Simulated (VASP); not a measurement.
# Ge (a cell with a defect) in VASP: single point with PBE+D3(BJ)

Aim: the single point of Ge (a cell with a defect) with PBE+D3(BJ).

Everything below comes from runs of VASP 6.6.1. Logs are shortened: lines on timing, memory, paths and dates and some standing lists are left out, and cuts for length are marked.

### 1 The cell of the first run

The cell holds a defect, 17 atoms: a = 8.004 Å, b = 8.004 Å, c = 8.004 Å, α = 60.00°, β = 60.00°, γ = 60.00°.

### 2 Single point, PBE+D3(BJ)

Input file INCAR:

```
PREC = Accurate
ENCUT = 520
EDIFF = 1E-6
ISMEAR = -1
SIGMA = 0.05
LREAL = Auto
LASPH = T
NELM = 80
ALGO = Normal
ISIF = 2
LWAVE = F
LCHARG = F
GGA = PE
IVDW = 12
NBANDS = 133
```

Input file KPOINTS:

```
regular mesh
0
Gamma
  2 2 2
```

Input file POSCAR:

```
Ge
1.0
    0.0000000000      5.6600000000      5.6600000000
    5.6600000000      0.0000000000      5.6600000000
    5.6600000000      5.6600000000      0.0000000000
Ge
17
Direct
    0.0031802120      0.0046996466      0.0150883392
    0.1309363958      0.1138692580      0.1251943463
   -0.0864310954      0.0667314488      0.5045936396
    0.0759717314      0.0814840989      0.6706537102
    0.0246024735      0.4905035336      0.0124469965
    0.0771466431      0.6483657244      0.1817049470
   -0.0368639576      0.4758392226      0.5361925795
    0.0885689046      0.6657243816      0.6199469965
    0.4892579505     -0.0212897527      0.0526501767
    0.6216077739      0.1619964664      0.1246819788
    0.4376766784     -0.0128180212      0.5134893993
    0.5175706714      0.1379063604      0.6880477032
    0.4284010601      0.5219522968      0.0545494700
    0.6502650177      0.5913074205      0.1326855124
    0.4451855124      0.5099381625      0.5280123675
    0.6095494700      0.6110512367      0.6363869258
    0.7147349823      0.7734982332      0.7373674912
```

Potentials or basis: VASP PAW PBE potentials, release 64 (Ge_d).

The run is started by

```console
$ cat potpaw_PBE.64/Ge_d/POTCAR > POTCAR
$ mpirun -np 1 vasp_std > vasp.out
```

OUTCAR:

```text
PREC = Accurate
   ENCUT = 520
   EDIFF = 1E-6
   ISMEAR = -1
   LREAL = Auto
   LASPH = T
   NELM = 80
   ISIF = 2
   GGA = PE
   IVDW = 12
 IVDW          = 12

 ion  position               nearest neighbor table
   1  0.003  0.005  0.015-   2 2.27   4 2.32   6 2.36  10 2.50
   2  0.131  0.114  0.125-   1 2.27   9 2.37   5 2.47   3 2.57
   3  0.914  0.067  0.505-   4 2.35   2 2.57  12 2.63   8 2.64  17 2.81
   4  0.076  0.081  0.671-   1 2.32   3 2.35  11 2.38   7 2.58
   5  0.025  0.491  0.012-  14 2.46   2 2.47   6 2.53   8 2.61
   6  0.077  0.648  0.182-  13 2.30   7 2.35   1 2.36   5 2.53
   7  0.963  0.476  0.536-  16 2.32   6 2.35   4 2.58   8 2.64  17 2.85
   8  0.089  0.666  0.620-  15 2.35  17 2.45   5 2.61   3 2.64   7 2.64
   9  0.489  0.979  0.053-   2 2.37  12 2.47  14 2.56  10 2.57
  10  0.622  0.162  0.125-  13 2.41   1 2.50   9 2.57  11 2.63
  11  0.438  0.987  0.513-   4 2.38  16 2.48  10 2.63  12 2.68  17 2.86
  12  0.518  0.138  0.688-  17 2.45  15 2.46   9 2.47   3 2.63  11 2.68
  13  0.428  0.522  0.055-   6 2.30  10 2.41  14 2.51  16 2.76
  14  0.650  0.591  0.133-   5 2.46  13 2.51   9 2.56  17 2.63  15 2.64
  15  0.445  0.510  0.528-   8 2.35  16 2.46  12 2.46  14 2.64
  16  0.610  0.611  0.636-   7 2.32  17 2.42  15 2.46  11 2.48  13 2.76
  17  0.715  0.773  0.737-  16 2.42   8 2.45  12 2.45  14 2.63   3 2.81   7 2.85  11 2.86

  LATTYP: Found a face centered cubic cell.
 ALAT       =    11.3200000000

  Lattice vectors:

 A1 = (   0.0000000000,   5.6600000000,   5.6600000000)
 A2 = (   5.6600000000,   0.0000000000,   5.6600000000)
 A3 = (   5.6600000000,   5.6600000000,   0.0000000000)

Analysis of symmetry for initial positions (statically):
=====================================================================
 Subroutine PRICEL returns:
 Original cell was already a primitive cell.

 Routine SETGRP: Setting up the symmetry group for a
 face centered cubic supercell.

 Subroutine GETGRP returns: Found  1 space group operations
 (whereof  1 operations were pure point group operations)
 out of a pool of 48 trial point group operations.

The static configuration has the point symmetry C_1 .

Analysis of symmetry for dynamics (positions and initial velocities):
=====================================================================
 Subroutine PRICEL returns:
 Original cell was already a primitive cell.

 Routine SETGRP: Setting up the symmetry group for a
 face centered cubic supercell.

 Subroutine GETGRP returns: Found  1 space group operations
 (whereof  1 operations were pure point group operations)
 out of a pool of 48 trial point group operations.

The dynamic configuration has the point symmetry C_1 .

 Subroutine INISYM returns: Found  1 space group operations
 (whereof  1 operations are pure point group operations),
 and found     1 'primitive' translations

----------------------------------------------------------------------------------------

                                     Primitive cell

  volume of cell :     362.6430

  direct lattice vectors                    reciprocal lattice vectors
     0.000000000  5.660000000  5.660000000    -0.088339223  0.088339223  0.088339223
     5.660000000  0.000000000  5.660000000     0.088339223 -0.088339223  0.088339223
     5.660000000  5.660000000  0.000000000     0.088339223  0.088339223 -0.088339223

  length of vectors
     8.004448763  8.004448763  8.004448763     0.153008022  0.153008022  0.153008022

  position of ions in fractional coordinates (direct lattice)
     0.003180212  0.004699647  0.015088339
     0.130936396  0.113869258  0.125194346
     0.913568905  0.066731449  0.504593640
     0.075971731  0.081484099  0.670653710
     0.024602474  0.490503534  0.012446997
     0.077146643  0.648365724  0.181704947
[... 9 lines left out ...]
     0.609549470  0.611051237  0.636386926
     0.714734982  0.773498233  0.737367491

  ion indices of the primitive-cell ions
   primitive index   ion index
                 1           1
                 2           2
                 3           3
                 4           4
                 5           5
                 6           6
[... 9 lines left out ...]
                16          16
                17          17

----------------------------------------------------------------------------------------

 KPOINTS: regular mesh

Automatic generation of k-mesh.
 Grid dimensions read from file:
 generate k-points for:    2    2    2

 Generating k-lattice:

  Cartesian coordinates                     Fractional coordinates (reciprocal lattice)
    -0.044169611  0.044169611  0.044169611     0.500000000  0.000000000  0.000000000
     0.044169611 -0.044169611  0.044169611     0.000000000  0.500000000  0.000000000
     0.044169611  0.044169611 -0.044169611     0.000000000  0.000000000  0.500000000

  Length of vectors
     0.076504011  0.076504011  0.076504011

  Shift w.r.t. Gamma in fractional coordinates (k-lattice)
     0.000000000  0.000000000  0.000000000

 Subroutine IBZKPT returns following result:
 ===========================================

 Found      8 irreducible k-points:

 Following reciprocal coordinates:
            Coordinates               Weight
  0.000000  0.000000  0.000000      1.000000
  0.500000  0.000000  0.000000      1.000000
  0.000000  0.500000  0.000000      1.000000
  0.000000  0.000000  0.500000      1.000000
  0.500000  0.500000  0.500000      1.000000
  0.500000  0.500000  0.000000      1.000000
  0.000000  0.500000  0.500000      1.000000
  0.500000  0.000000  0.500000      1.000000
   k-points           NKPTS =      8   k-points in BZ     NKDIM =      8   number of bands    NBANDS=    133
   number of dos      NEDOS =    301   number of ions     NIONS =     17
   total plane-waves  NPLWV = 216000
   dimension x,y,z NGX =    60 NGY =   60 NGZ =   60
   dimension x,y,z NGXF=   120 NGYF=  120 NGZF=  120
   ions per type =              17
   NGX,Y,Z   is equivalent  to a cutoff of  12.46, 12.46, 12.46 a.u.
   NGXF,Y,Z  is equivalent  to a cutoff of  24.92, 24.92, 24.92 a.u.
 SYSTEM =  unknown system
   PREC   = accura    normal or accurate (medium, high low for compatibility)
   ISTART =      0    job   : 0-new  1-cont  2-samecut
   ICHARG =      2    charge: 1-file 2-atom 10-const
   ISPIN  =      1    spin polarized calculation?
   LNONCOLLINEAR =      F non collinear calculations
   LSORBIT =      F    spin-orbit coupling
   LASPH  =      T    aspherical Exc in radial PAW
   ENCUT  =  520.0 eV  38.22 Ry    6.18 a.u.  14.88 14.88 14.88*2*pi/ulx,y,z
   NELM   =     80;   NELMIN=  2; NELMDL= -5     # of ELM steps
   EDIFF  = 0.1E-05   stopping-criterion for ELM
   LREAL  =      T    real-space projection
   EDIFFG = 0.1E-04   stopping-criterion for IOM
   NSW    =      0    number of steps for IOM
   IBRION =     -1    ionic relax: 0-MD 1-quasi-New 2-CG
   NFREE  =      0    steps in history (QN), initial steepest desc. (CG)
   ISIF   =      2    stress and relaxation
   ISYM   =      2    0-nonsym 1-usesym 2-fastsym
   POTIM  = 0.5000    time-step for ionic-motion
   TEBEG  =    0.0;   TEEND  =   0.0 temperature during run
   PSTRESS=    0.0 pullay stress
   NELECT =     238.0000    total number of electrons
   NUPDOWN=      -1.0000    fix difference up-down
   EMIN   =  10.00;   EMAX   =-10.00  energy-range for DOS
   EFERMI =   0.00;   METHOD = LEGACY
   ISMEAR =    -1;   SIGMA  =   0.05  broadening in eV -4-tet -1-fermi 0-gaus
   EFERMI_NEDOS =   21; number of points for ismear=-14 and -15
   IALGO  =     38    algorithm
   IMIX   =      4    mixing-type and parameters
     AMIX     =   0.40;   BMIX     =  1.00
     AMIX_MAG =   1.60;   BMIX_MAG =  1.00
  volume/ion in A,a.u.               =      21.33       143.96
  Fermi-wavevector in a.u.,A,eV,Ry     =   1.422681  2.688476 27.538462  2.024020
  Thomas-Fermi vector in A             =   2.543359
   LORBIT       =      0    0 simple, 1 ext, 2 COOP (PROOUT), +10 PAW based schemes
   GGA     = PE    functional components
   LHFCALC =     F    Hartree Fock is set to
   AEXX    =    0.0000 exact exchange contribution
   IVDW    =    12    specifies the selected vdW correction
   LEPSILON=     F    determine dielectric tensor
   LRPA    =     F    only Hartree local field effects (RPA)
 non-spin polarized calculation
  energy-cutoff  :      520.00
  volume of cell :      362.64
 maximum number of plane-waves:      9841
 NGX is ok and might be reduce to    60
   NGX = 29   NGY = 29   NGZ = 29

 number of electron     237.9999984 magnetization

 Free energy of the ion-electron system (eV)
  ---------------------------------------------------
  ext. energy  EPLUGINS =         0.00000000
  ---------------------------------------------------
  free energy    TOTEN  =       -70.05508807 eV

  energy without entropy =      -70.02107563  energy(sigma->0) =      -70.03808185

 E-fermi :   5.5802     XC(G=0): -10.2758

 val. band max:        5.5754550770   @ k =   0.0000   0.0000   0.0000
 cond. band min:       5.6210942503   @ k =   0.5000   0.0000   0.5000
 fundamental gap:      0.0456391733
 Fermi energy:         5.5801696827

 k-point     1 :       0.0000    0.0000    0.0000
  band No.  band energies     occupation
      1     -19.6085      2.00000
      2     -19.5909      2.00000
      3     -19.5687      2.00000
      4     -19.5461      2.00000
      5     -19.5415      2.00000
      6     -19.5213      2.00000
[... 123 lines left out ...]
    130       7.2578      0.00000
    131       7.4948      0.00000

 k-point     2 :       0.5000    0.0000    0.0000
  band No.  band energies     occupation
      1     -19.6087      2.00000
      2     -19.5911      2.00000
      3     -19.5661      2.00000
      4     -19.5451      2.00000
      5     -19.5410      2.00000
      6     -19.5239      2.00000
[... 927 lines left out ...]
    130       9.2090      0.00000
    131       9.3252      0.00000
 [bands above 131 left out]

------------------------ aborting loop because EDIFF is reached ----------------------------------------

 Edisp (eV)   -5.33598

 E8    (eV) :    -2.3839

  FORCE on cell =-STRESS in cart. coord.  units (eV):
  Direction    XX          YY          ZZ          XY          YZ          ZX
  --------------------------------------------------------------------------------------
  -------------------------------------------------------------------------------------
  Total      17.06166    19.11673    15.62225    -3.41781     5.56258    -1.41499
  in kB      75.37940    84.45879    69.01997   -15.10007    24.57577    -6.25153
  external pressure =       76.29 kB  Pullay stress =        0.00 kB

 VOLUME and BASIS-vectors are now :
 -----------------------------------------------------------------------------
  energy-cutoff  :      520.00
  volume of cell :      362.64
      direct lattice vectors                 reciprocal lattice vectors
     0.000000000  5.660000000  5.660000000    -0.088339223  0.088339223  0.088339223
     5.660000000  0.000000000  5.660000000     0.088339223 -0.088339223  0.088339223
     5.660000000  5.660000000  0.000000000     0.088339223  0.088339223 -0.088339223

 POSITION                                       TOTAL-FORCE (eV/Angst)
 -----------------------------------------------------------------------------------
      0.11200      0.10340      0.04460         0.555074     -0.982080     -1.360899
      1.35310      1.44970      1.38560         1.883943      0.953757      0.646675
      3.23370      8.02680      5.54850        -0.804914     -0.976730     -0.249817
      4.25710      4.22590      0.89120         0.189944     -0.636363      1.225769
      2.84670      0.20970      2.91550        -0.160106     -0.389783      0.498406
      4.69820      1.46510      4.10640        -0.585600     -0.932595     -1.049611
[... 9 lines left out ...]
      7.06050      7.05200      6.90860         0.885944     -1.071499     -2.228965
      8.55150      8.21890      8.42340         0.708341      0.768453     -0.272914
 -----------------------------------------------------------------------------------
    total drift:                                0.000540     -0.001188      0.002479

  FREE ENERGIE OF THE ION-ELECTRON SYSTEM (eV)
  ---------------------------------------------------
  free  energy   TOTEN  =       -75.3910721408 eV

  energy  without entropy=      -75.3570596971  energy(sigma->0) =      -75.37406592
```

Run time: 21 min. Hardware: 1 thread of Intel Xeon Platinum 8488C (Sapphire Rapids), shared host; peak memory 0.6 GiB.

What came out:

```yaml
Free_energy: -75.3911 eV
Pressure: 7.6 GPa
Largest_force: 2.627 eV/Å
Band_gap_on_the_k_mesh: zero (bands 119 and 120 overlap by 0.51 eV)
Dispersion_energy_per_atom: -0.314 eV
```

Forces on the atoms (eV/Å):
```
Ge   0.555 -0.982 -1.361
Ge   1.884  0.954  0.647
Ge  -0.805 -0.977 -0.250
Ge   0.190 -0.636  1.226
Ge  -0.160 -0.390  0.498
Ge  -0.586 -0.933 -1.050
Ge  -0.720  2.024  0.358
Ge   0.224  0.020 -0.465
Ge  -0.048  1.108  0.498
Ge  -0.127  0.183 -1.452
Ge  -0.410 -0.063  1.441
Ge  -0.063 -0.843  0.321
Ge  -1.581  0.644  1.617
Ge   1.239 -0.032 -0.586
Ge  -1.185  0.227  1.060
Ge   0.886 -1.071 -2.229
Ge   0.708  0.768 -0.273
```

Stress tensor (GPa, compression positive):
```
 7.54 -1.51 -0.63
-1.51  8.45  2.46
-0.63  2.46  6.90
```

Levels at points of the mesh, in eV from the Fermi level:
```csv
k point,band 117,band 118,band 119,band 120,band 121,band 122
"(0.00, 0.00, 0.00)",-0.68,-0.44,-0.43,-0.20,-0.11,0.00
"(0.50, 0.00, 0.00)",-0.99,-0.50,-0.32,0.36,0.45,0.61
"(0.00, 0.50, 0.00)",-1.00,-0.65,-0.39,0.29,0.43,0.60
"(0.00, 0.00, 0.50)",-0.93,-0.69,-0.56,0.25,0.46,0.72
"(0.50, 0.50, 0.50)",-0.86,-0.74,-0.59,0.37,0.45,0.55
"(0.50, 0.50, 0.00)",-1.27,-1.00,0.31,0.68,0.86,1.11
"(0.00, 0.50, 0.50)",-1.21,-0.95,0.26,0.76,0.79,1.05
"(0.50, 0.00, 0.50)",-1.30,-1.01,0.04,0.53,0.83,0.99
```

Caveat: the k points lie up to 0.48 Å⁻¹ apart, too coarse for converged energies and pressures of a metal.
